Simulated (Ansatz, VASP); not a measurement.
## NaCl: VASP beside Ansatz

POSCAR

```
NaCl
1.0
    0.0000000000      2.7563009776      2.7563009776
    2.7563009776      0.0000000000      2.7563009776
    2.7563009776      2.7563009776      0.0000000000
Cl Na
1 1
Direct
    0.5000000000      0.5000000000      0.5000000000
    0.0000000000      0.0000000000      0.0000000000
```

Contents of INCAR.step1:

```
PREC = Accurate ; ENCUT = 520
EDIFF = 1E-5 ; ISMEAR = -1
SIGMA = 0.05 ; LREAL = F
LASPH = T ; NELM = 60
ALGO = Normal ; ISIF = 2
LWAVE = T ; LCHARG = F
NBANDS = 14 ; GGA = PE
```

File INCAR.step2:

```
PREC = Accurate ; ENCUT = 520
EDIFF = 1E-6 ; ISMEAR = -1
SIGMA = 0.05 ; LREAL = F
LASPH = T ; NELM = 60
ALGO = Normal ; ISIF = 2
LWAVE = F ; LCHARG = F
GGA = PE ; LHFCALC = T
AEXX = 0.25 ; HFSCREEN = 0.3
PRECFOCK = Normal ; NBANDS = 14
ISTART = 1
```

File KPOINTS:

```
regular mesh
0
Gamma
  4 4 4
```

Contents of input.yaml:

```yaml
crystal:
  lattice:
    - [0.0, 2.7563009776, 2.7563009776]
    - [2.7563009776, 0.0, 2.7563009776]
    - [2.7563009776, 2.7563009776, 0.0]
  atoms:
    - { symbol: Cl, position: [0.5, 0.5, 0.5] }
    - { symbol: Na, position: [0.0, 0.0, 0.0] }
hamiltonian:
  xc: { exchange: pbe, correlation: pbe, exx: { coeff: 0.25, omega: 0.3 } }
  pseudopotentials: { kind: paw }
kpoints:
  mp_grid: { grid: [4, 4, 4] }
scf:
  occupations: { method: fermi_dirac, width: 0.05 }
output:
  forces: true
  stress: true
  eigenvalues: true
```

Alike in both runs: task single point; functional PBE-based screened hybrid; k mesh 4 × 4 × 4; occupations fermi-dirac, width 0.05 eV; no spin polarisation.

```csv
,VASP,Ansatz
version,VASP 6.6.1,Ansatz 0.2.0
potentials or method,"VASP PAW PBE potentials, release 64 (Cl, Na_pv)",Ansatz PAW
plane-wave cutoff (eV),520,420
valence electrons in the cell,14,16
```

|  | VASP | Ansatz | Ansatz less VASP |
| --- | --- | --- | --- |
| gap on the k mesh at the Fermi level (eV) | 6.53 | 6.54 | +0.010 |
| least direct gap on the mesh (eV) | 6.53 | 6.54 | +0.010 |
| pressure (GPa) | 2.4 | 2.3 | -0.03 |

VASP's potentials were made for PBE, not for PBE-based screened hybrid. VASP's potentials hold 14 valence electrons a cell and Ansatz's 16, so a difference there can come from the potentials and not from the codes.

The k mesh is coarse, so the values compare programs but aren't converged.
